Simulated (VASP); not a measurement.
# MnO (Imm2) in VASP: single point with LDA+U

Aim: the single point of MnO with LDA+U.

All numbers are computed with VASP 6.6.1; they aren't measurements. Logs are shortened: lines on timing, memory, paths and dates and some standing lists are left out, and cuts for length are marked.

**1. The cell of the first run**

Symmetry: Imm2, No. 44, orthorhombic system. The conventional cell has a = 3.144 Å, b = 4.446 Å, c = 3.144 Å, α = 90.00°, β = 90.00°, γ = 90.00°. Within 2.9 Å of Mn (site symmetry mm2) lie 6 O at 2.16 to 2.29 Å. Within 2.9 Å of O (site symmetry mm2) lie 6 Mn at 2.16 to 2.29 Å.

**2. Single point, LDA+U, collinear spin, ferromagnetic start**

File INCAR:

```
SYSTEM = MnO
ALGO = Normal
EDIFF = 1E-7
ENCUT = 520
GGA = CA
ISIF = 2
ISMEAR = -1
ISPIN = 2
ISYM = 0
LASPH = .True.
LCHARG = .True.
LDAU = .True.
LDAUJ = 0 0
LDAUL = 2 -1
LDAUPRINT = 1
LDAUTYPE = 2
LDAUU = 4.5 0
LELF = .True.
LMAXMIX = 4
LORBIT = 11
LREAL = .False.
LVHAR = .True.
LWAVE = .False.
MAGMOM = 4 0
NBANDS = 20
NELM = 150
PREC = Accurate
SIGMA = 0.02
```

File KPOINTS:

```
Automatic mesh
0
Gamma
  9 9 9
  0.5 0.5 0.5
```

File POSCAR:

```
MnO
1.0
    0.0000000000      2.2230000000      2.2230000000
    2.2230000000      0.0000000000      2.2230000000
    2.2230000000      2.2230000000      0.0000000000
Mn O
1 1
Direct
    0.0000000000      0.0000000000      0.0000000000
    0.5000000000      0.5300000000      0.5000000000
```

Potentials or basis: VASP PAW LDA potentials, release 64 (Mn_pv, O).

Run with:

```console
cat potpaw_LDA.64/Mn_pv/POTCAR potpaw_LDA.64/O/POTCAR > POTCAR
mpirun -np 1 vasp_std > vasp.out
```

OUTCAR:

```text
SYSTEM = MnO
   EDIFF = 1E-7
   ENCUT = 520
   GGA = CA
   ISIF = 2
   ISMEAR = -1
   ISPIN = 2
   ISYM = 0
   LASPH = .True.
   LORBIT = 11
   LREAL = .False.
   NELM = 150
   PREC = Accurate

 ion  position               nearest neighbor table
   1  0.000  0.000  0.000-   2 2.16   2 2.16   2 2.22   2 2.22   2 2.29   2 2.29
   2  0.500  0.530  0.500-   1 2.16   1 2.16   1 2.22   1 2.22   1 2.29   1 2.29

IMPORTANT INFORMATION: All symmetrisations will be switched off!
NOSYMM: (Re-)initialisation of all symmetry stuff for point group C_1.

----------------------------------------------------------------------------------------

                                     Primitive cell

  volume of cell :      21.9709

  direct lattice vectors                    reciprocal lattice vectors
     0.000000000  2.223000000  2.223000000    -0.224921278  0.224921278  0.224921278
     2.223000000  0.000000000  2.223000000     0.224921278 -0.224921278  0.224921278
     2.223000000  2.223000000  0.000000000     0.224921278  0.224921278 -0.224921278

  length of vectors
     3.143796749  3.143796749  3.143796749     0.389575080  0.389575080  0.389575080

  position of ions in fractional coordinates (direct lattice)
     0.000000000  0.000000000  0.000000000
     0.500000000  0.530000000  0.500000000

  ion indices of the primitive-cell ions
   primitive index   ion index
                 1           1
                 2           2

----------------------------------------------------------------------------------------

 KPOINTS: Automatic mesh

Automatic generation of k-mesh.
 Grid dimensions read from file:
 generate k-points for:    9    9    9

 Generating k-lattice:

  Cartesian coordinates                     Fractional coordinates (reciprocal lattice)
    -0.024991253  0.024991253  0.024991253     0.111111111  0.000000000  0.000000000
     0.024991253 -0.024991253  0.024991253     0.000000000  0.111111111  0.000000000
     0.024991253  0.024991253 -0.024991253     0.000000000  0.000000000  0.111111111

  Length of vectors
     0.043286120  0.043286120  0.043286120

  Shift w.r.t. Gamma in fractional coordinates (k-lattice)
     0.500000000  0.500000000  0.500000000

 Subroutine IBZKPT returns following result:
 ===========================================

 Found   1460 irreducible k-points:

 Following reciprocal coordinates:
            Coordinates               Weight
  0.055556  0.055556  0.055556      2.000000
  0.055556  0.000000  0.000000      2.000000
  0.000000  0.000000 -0.055556      2.000000
  0.000000  0.055556  0.000000      2.000000
  0.166667  0.055556  0.055556      2.000000
  0.055556  0.166667  0.055556      2.000000
[... 16 lines left out ...]
  0.000000  0.222222 -0.055556      2.000000
  0.222222  0.000000 -0.055556      2.000000
 [... further k-points ...]
   k-points           NKPTS =   1460   k-points in BZ     NKDIM =   1460   number of bands    NBANDS=     20
   number of dos      NEDOS =    301   number of ions     NIONS =      2
   total plane-waves  NPLWV =  13824
   dimension x,y,z NGX =    24 NGY =   24 NGZ =   24
   dimension x,y,z NGXF=    48 NGYF=   48 NGZF=   48
   ions per type =               1   1
   NGX,Y,Z   is equivalent  to a cutoff of  12.69, 12.69, 12.69 a.u.
   NGXF,Y,Z  is equivalent  to a cutoff of  25.38, 25.38, 25.38 a.u.
 SYSTEM =  MnO
   PREC   = accura    normal or accurate (medium, high low for compatibility)
   ISTART =      0    job   : 0-new  1-cont  2-samecut
   ICHARG =      2    charge: 1-file 2-atom 10-const
   ISPIN  =      2    spin polarized calculation?
   LNONCOLLINEAR =      F non collinear calculations
   LSORBIT =      F    spin-orbit coupling
   LASPH  =      T    aspherical Exc in radial PAW
   ENCUT  =  520.0 eV  38.22 Ry    6.18 a.u.   5.85  5.85  5.85*2*pi/ulx,y,z
   NELM   =    150;   NELMIN=  2; NELMDL= -5     # of ELM steps
   EDIFF  = 0.1E-06   stopping-criterion for ELM
   LREAL  =      F    real-space projection
   EDIFFG = 0.1E-05   stopping-criterion for IOM
   NSW    =      0    number of steps for IOM
   IBRION =     -1    ionic relax: 0-MD 1-quasi-New 2-CG
   NFREE  =      0    steps in history (QN), initial steepest desc. (CG)
   ISIF   =      2    stress and relaxation
   ISYM   =      0    0-nonsym 1-usesym 2-fastsym
   POTIM  = 0.5000    time-step for ionic-motion
   TEBEG  =    0.0;   TEEND  =   0.0 temperature during run
   PSTRESS=    0.0 pullay stress
   NELECT =      19.0000    total number of electrons
   NUPDOWN=      -1.0000    fix difference up-down
   EMIN   =  10.00;   EMAX   =-10.00  energy-range for DOS
   EFERMI =   0.00;   METHOD = LEGACY
   ISMEAR =    -1;   SIGMA  =   0.02  broadening in eV -4-tet -1-fermi 0-gaus
   EFERMI_NEDOS =   21; number of points for ismear=-14 and -15
   IALGO  =     38    algorithm
   IMIX   =      4    mixing-type and parameters
     AMIX     =   0.40;   BMIX     =  1.00
     AMIX_MAG =   1.60;   BMIX_MAG =  1.00
  volume/ion in A,a.u.               =      10.99        74.13
  Fermi-wavevector in a.u.,A,eV,Ry     =   1.559708  2.947420 33.098734  2.432688
  Thomas-Fermi vector in A             =   2.663027
   LORBIT       =     11    0 simple, 1 ext, 2 COOP (PROOUT), +10 PAW based schemes
 LDA+U is selected, type is set to LDAUTYPE =  2
   angular momentum for each species LDAUL =     2   -1
   U (eV)           for each species LDAUU =   4.5  0.0
   J (eV)           for each species LDAUJ =   0.0  0.0
   GGA     = CA    functional components
   LHFCALC =     F    Hartree Fock is set to
   AEXX    =    0.0000 exact exchange contribution
   IVDW    =     0    specifies the selected vdW correction
   LEPSILON=     F    determine dielectric tensor
   LRPA    =     F    only Hartree local field effects (RPA)
 spin polarized calculation
  energy-cutoff  :      520.00
  volume of cell :       21.97
 maximum number of plane-waves:       603
   NGX = 11   NGY = 11   NGZ = 11

atom =   1  type =  1  l = 2

 onsite density matrix

spin component  1

  0.9401 -0.0001  0.0000 -0.0000 -0.0000
 -0.0001  0.9401 -0.0000  0.0000  0.0000
  0.0000 -0.0000  0.9771 -0.0001  0.0001
 -0.0000  0.0000 -0.0001  0.9404 -0.0002
 -0.0000  0.0000  0.0001 -0.0002  0.9772

spin component  2

  0.0204  0.0000 -0.0000  0.0000  0.0000
  0.0000  0.0204  0.0000  0.0000 -0.0000
 -0.0000  0.0000  0.0762 -0.0003 -0.0006
  0.0000  0.0000 -0.0003  0.0210 -0.0006
  0.0000 -0.0000 -0.0006 -0.0006  0.0756

 occupancies and eigenvectors

  o =  0.0204  v =  0.0000  0.0000  0.0000  0.0000  0.0000 -0.7071  0.7071 -0.0000  0.0000  0.0000      0.0000  0.0000  0.0000  0.0000  0.0000  0.0000  0.0000  0.0000  0.0000  0.0000
  o =  0.0204  v =  0.0000  0.0000  0.0000  0.0000  0.0000  0.7071  0.7071  0.0000 -0.0000  0.0000      0.0000  0.0000  0.0000  0.0000  0.0000  0.0000  0.0000  0.0000  0.0000  0.0000
  o =  0.0210  v =  0.0000  0.0000  0.0000  0.0000  0.0000  0.0000  0.0000  0.0064  0.9999  0.0110      0.0000  0.0000  0.0000  0.0000  0.0000  0.0000  0.0000  0.0000  0.0000  0.0000
  o =  0.0752  v =  0.0000  0.0000  0.0000  0.0000  0.0000  0.0000  0.0000 -0.5000  0.0127 -0.8660      0.0000  0.0000  0.0000  0.0000  0.0000  0.0000  0.0000  0.0000  0.0000  0.0000
  o =  0.0766  v =  0.0000  0.0000  0.0000  0.0000  0.0000 -0.0000  0.0000  0.8660 -0.0000 -0.5000      0.0000  0.0000  0.0000  0.0000  0.0000  0.0000  0.0000  0.0000  0.0000  0.0000
  o =  0.9401  v =  0.7071  0.7071 -0.0000 -0.0000 -0.0000  0.0000  0.0000  0.0000  0.0000  0.0000      0.0000  0.0000  0.0000  0.0000  0.0000  0.0000  0.0000  0.0000  0.0000  0.0000
  o =  0.9402  v =  0.7071 -0.7071  0.0000  0.0000  0.0000  0.0000  0.0000  0.0000  0.0000  0.0000      0.0000  0.0000  0.0000  0.0000  0.0000  0.0000  0.0000  0.0000  0.0000  0.0000
  o =  0.9404  v = -0.0000  0.0000  0.0034  1.0000  0.0059  0.0000  0.0000  0.0000  0.0000  0.0000      0.0000  0.0000  0.0000  0.0000  0.0000  0.0000  0.0000  0.0000  0.0000  0.0000
  o =  0.9771  v = -0.0000  0.0000 -0.8660  0.0000  0.5000  0.0000  0.0000  0.0000  0.0000  0.0000      0.0000  0.0000  0.0000  0.0000  0.0000  0.0000  0.0000  0.0000  0.0000  0.0000
  o =  0.9772  v =  0.0000  0.0000 -0.5000  0.0068 -0.8660  0.0000  0.0000  0.0000  0.0000  0.0000      0.0000  0.0000  0.0000  0.0000  0.0000  0.0000  0.0000  0.0000  0.0000  0.0000

 number of electron      18.9999993 magnetization       5.0000064

 Free energy of the ion-electron system (eV)
  ---------------------------------------------------
  ext. energy  EPLUGINS =         0.00000000
  ---------------------------------------------------
  free energy    TOTEN  =       -16.37613602 eV

  energy without entropy =      -16.37613602  energy(sigma->0) =      -16.37613602

 E-fermi :   6.8594     XC(G=0): -12.3264

 val. band max:        6.5874474370   @ k =   0.5000   0.5000   0.5000
 cond. band min:       7.1333172593   @ k =   0.0000   0.0000  -0.0556
 fundamental gap:      0.5458698224
 Fermi energy:         6.8593623760

 spin component 1

 k-point     1 :       0.0556    0.0556    0.0556
  band No.  band energies     occupation
      1     -42.5690      1.00000
      2     -42.5667      1.00000
      3     -42.5623      1.00000
      4     -12.4668      1.00000
      5       2.1027      1.00000
      6       2.2419      1.00000
[... 12 lines left out ...]
     19      26.3661      0.00000
     20      27.0998      0.00000

 k-point     2 :       0.0556    0.0000    0.0000
  band No.  band energies     occupation
      1     -42.5675      1.00000
      2     -42.5672      1.00000
      3     -42.5633      1.00000
      4     -12.4668      1.00000
      5       2.0590      1.00000
      6       2.2226      1.00000
[... 12 lines left out ...]
     19      26.3662      0.00000
     20      27.1140      0.00000
[... 465 lines left out ...]
      3     -42.5671      1.00000
      4     -12.0089      1.00000
      5       0.3927      1.00000
      6       1.0007      1.00000
[... 12 lines left out ...]
     19      26.6512      0.00000
     20      30.7766      0.00000

 k-point    24 :       0.2222    0.0000   -0.0556
  band No.  band energies     occupation
      1     -42.5950      1.00000
      2     -42.5715      1.00000
      3     -42.5704      1.00000
      4     -12.0091      1.00000
      5       0.3586      1.00000
      6       1.0674      1.00000
[... 12 lines left out ...]
     19      26.6357      0.00000
     20      30.7531      0.00000

 [... further k-points ...]

 Fermi energy:         6.8593623760

 spin component 2

 k-point     1 :       0.0556    0.0556    0.0556
  band No.  band energies     occupation
      1     -38.0291      1.00000
      2     -38.0258      1.00000
      3     -38.0219      1.00000
      4     -12.0297      1.00000
      5       3.9195      1.00000
      6       4.0741      1.00000
[... 12 lines left out ...]
     19      28.5012      0.00000
     20      29.2651      0.00000

 k-point     2 :       0.0556    0.0000    0.0000
  band No.  band energies     occupation
      1     -38.0273      1.00000
      2     -38.0265      1.00000
      3     -38.0231      1.00000
      4     -12.0297      1.00000
      5       3.8976      1.00000
      6       4.0907      1.00000
[... 12 lines left out ...]
     19      28.5147      0.00000
     20      29.2720      0.00000
[... 465 lines left out ...]
      3     -38.0275      1.00000
      4     -11.5853      1.00000
      5       1.8118      1.00000
      6       3.4573      1.00000
[... 12 lines left out ...]
     19      29.5556      0.00000
     20      33.1078      0.00000

 k-point    24 :       0.2222    0.0000   -0.0556
  band No.  band energies     occupation
      1     -38.0641      1.00000
      2     -38.0322      1.00000
      3     -38.0307      1.00000
      4     -11.5848      1.00000
      5       1.8028      1.00000
      6       3.4800      1.00000
[... 12 lines left out ...]
     19      29.5641      0.00000
     20      33.0738      0.00000

 [... further k-points ...]

------------------------ aborting loop because EDIFF is reached ----------------------------------------

  FORCE on cell =-STRESS in cart. coord.  units (eV):
  Direction    XX          YY          ZZ          XY          YZ          ZX
  --------------------------------------------------------------------------------------
  -------------------------------------------------------------------------------------
  Total       -0.5240169     -0.6685297     -0.5240172     -0.0000052     -0.0000052     -0.0235701
  in kB      -38.2126820    -48.7509308    -38.2126978     -0.0003769     -0.0003785     -1.7187932
  external PRESSURE =     -41.7254369 kB  Pullay stress =       0.0000000 kB

 VOLUME and BASIS-vectors are now :
 -----------------------------------------------------------------------------
  energy-cutoff  :      520.00
  volume of cell :       21.97
      direct lattice vectors                 reciprocal lattice vectors
     0.000000000  2.223000000  2.223000000    -0.224921278  0.224921278  0.224921278
     2.223000000  0.000000000  2.223000000     0.224921278 -0.224921278  0.224921278
     2.223000000  2.223000000  0.000000000     0.224921278  0.224921278 -0.224921278

 POSITION                                       TOTAL-FORCE (eV/Angst)
 -----------------------------------------------------------------------------------
      0.00000      0.00000      0.00000         0.224905      0.000000      0.224905
      2.28969      2.22300      2.28969        -0.224905     -0.000000     -0.224905
 -----------------------------------------------------------------------------------
    total drift:                                0.000024      0.000000      0.000025

  FREE ENERGIE OF THE ION-ELECTRON SYSTEM (eV)
  ---------------------------------------------------
  free  energy   TOTEN  =       -16.3761360193 eV

  energy  without entropy=      -16.3761360175  energy(sigma->0) =      -16.37613602

 total charge

# of ion       s       p       d       tot
------------------------------------------
    1        0.217   6.191   4.968  11.376
    2        1.543   3.433   0.000   4.975
--------------------------------------------------
tot          1.759   9.624   4.968  16.351

 magnetization (x)

# of ion       s       p       d       tot
------------------------------------------
    1        0.027   0.022   4.551   4.601
    2        0.022   0.140   0.000   0.162
--------------------------------------------------
tot          0.049   0.163   4.551   4.763
```

It took 27 min on 1 thread of Oxide Virtual Turin-like, shared host; peak memory 0.87 GiB.

What came out:

```yaml
Free_energy: -16.3761 eV
Pressure: -4.2 GPa
Largest_force: 0.318 eV/Å
Band_gap_on_the_k_mesh: 0.55 eV (least direct gap 2.95 eV)
Net_moment: 5.00 μB per cell
Site_moments: Mn +4.60; O +0.16 μB
Valence_electrons_inside_the_program's_atomic_spheres: Mn 11.38; O 4.97
```

Forces on the atoms (eV/Å):
```
Mn   0.225  0.000  0.225
O   -0.225  0.000 -0.225
```

Levels at points of the mesh, in eV from the valence-band top:
Spin up:
| k point | band 10 | band 11 | band 12 | band 13 | band 14 | band 15 |
| --- | --- | --- | --- | --- | --- | --- |
| (0.50, 0.50, 0.50) | -2.58 | -0.04 | 0.00 | 4.16 | 8.41 | 12.40 |
| (0.50, 0.00, 0.00) | -2.59 | -0.08 | -0.04 | 4.18 | 8.42 | 12.41 |
| (0.00, 0.00, 0.50) | -2.59 | -0.08 | -0.04 | 4.18 | 8.42 | 12.41 |
| (0.00, 0.50, 0.00) | -2.58 | -0.04 | 0.00 | 4.16 | 8.41 | 12.40 |
Spin down:
```
           k point  band 4  band 5  band 6  band 7  band 8  band 9  band 10  band 11
(0.50, 0.50, 0.50)  -17.61   -6.50   -3.67   -3.64    4.18    4.49     4.50     5.07
(0.50, 0.00, 0.00)  -17.61   -6.50   -3.64   -3.63    4.18    4.43     4.49     4.96
(0.00, 0.00, 0.50)  -17.61   -6.50   -3.64   -3.63    4.18    4.43     4.49     4.96
(0.00, 0.50, 0.00)  -17.61   -6.50   -3.67   -3.64    4.18    4.49     4.50     5.07
```

Eigenvalues of the final occupation matrices:
```tsv
site	spin	trace	eigenvalues
site 1 d	1	4.77	0.94 0.94 0.94 0.98 0.98
site 1 d	2	0.21	0.02 0.02 0.02 0.08 0.08
```

Caveat: the cell stands under tension; a shifted mesh leaves out Γ, where band edges can lie; a cell with one magnetic atom can't hold antiferromagnetic order, which such compounds often take. The state reached can hang on the start; a lower one may exist.
